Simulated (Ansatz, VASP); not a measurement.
TiO2: VASP beside Ansatz

Contents of INCAR:

```
PREC = Accurate ; ENCUT = 520
EDIFF = 1E-6 ; ISMEAR = -1
SIGMA = 0.05 ; LREAL = F
LASPH = T ; NELM = 80
ALGO = Normal ; ISIF = 2
LWAVE = F ; LCHARG = F
GGA = PE ; NBANDS = 33
```

Contents of KPOINTS:

```
regular mesh
0
Gamma
  10 10 10
```

The input POSCAR:

```
TiO2
1.0
   -1.8665279463      1.8665279463      4.6930042805
    1.8665279463     -1.8665279463      4.6930042805
    1.8665279463      1.8665279463     -4.6930042805
Ti O
2 4
Direct
    0.7500000000      0.2500000000      0.5000000000
    0.0000000000      0.0000000000      0.0000000000
    0.7919000000      0.7919000000      0.0000000000
    0.5419000000      0.0419000000      0.5000000000
    0.9581000000      0.4581000000      0.5000000000
    0.2081000000      0.2081000000      0.0000000000
```

File input.yaml:

```yaml
crystal:
  lattice:
    - [-1.8665279463, 1.8665279463, 4.6930042805]
    - [1.8665279463, -1.8665279463, 4.6930042805]
    - [1.8665279463, 1.8665279463, -4.6930042805]
  atoms:
    - { symbol: Ti, position: [0.75, 0.25, 0.5] }
    - { symbol: Ti, position: [0.0, 0.0, 0.0] }
    - { symbol: O, position: [0.7919, 0.7919, 0.0] }
    - { symbol: O, position: [0.5419, 0.0419, 0.5] }
    - { symbol: O, position: [0.9581, 0.4581, 0.5] }
    - { symbol: O, position: [0.2081, 0.2081, 0.0] }
hamiltonian:
  xc: pbe
  pseudopotentials: { kind: nc, accuracy: stringent }
kpoints:
  mp_grid: { grid: [10, 10, 10] }
scf:
  occupations: { method: fermi_dirac, width: 0.05 }
output:
  forces: true
  stress: true
  eigenvalues: true
  write_density: true
  write_potential: true
  elf: true
  volumetric_format: npy
```

Alike in both runs: task single point; functional PBE; k mesh 10 × 10 × 10; occupations fermi-dirac, width 0.05 eV; no spin polarisation.

|  | VASP | Ansatz |
| --- | --- | --- |
| version | VASP 6.6.1 | Ansatz 0.2.0 |
| potentials or method | VASP PAW PBE potentials, release 64 (Ti_sv, O) | PseudoDojo stringent (PBE files) |
| plane-wave cutoff (eV) | 520 | 1252 |
| valence electrons in the cell | 48 | 48 |

|  | VASP | Ansatz | Ansatz less VASP |
| --- | --- | --- | --- |
| gap on the k mesh at the Fermi level (eV) | 2.20 | 2.25 | +0.045 |
| least direct gap on the mesh (eV) | 2.53 | 2.58 | +0.050 |
| pressure (GPa) | 16.1 | 15.0 | -1.20 |
| traceless stress, the component that is largest in VASP (GPa) | 1.36 | 1.28 | -0.083 |
| rms of the force components (eV/Å) | 0.182 | 0.163 | -0.0192 |

Atom by atom the forces differ by 0.019 eV/Å (rms over components).
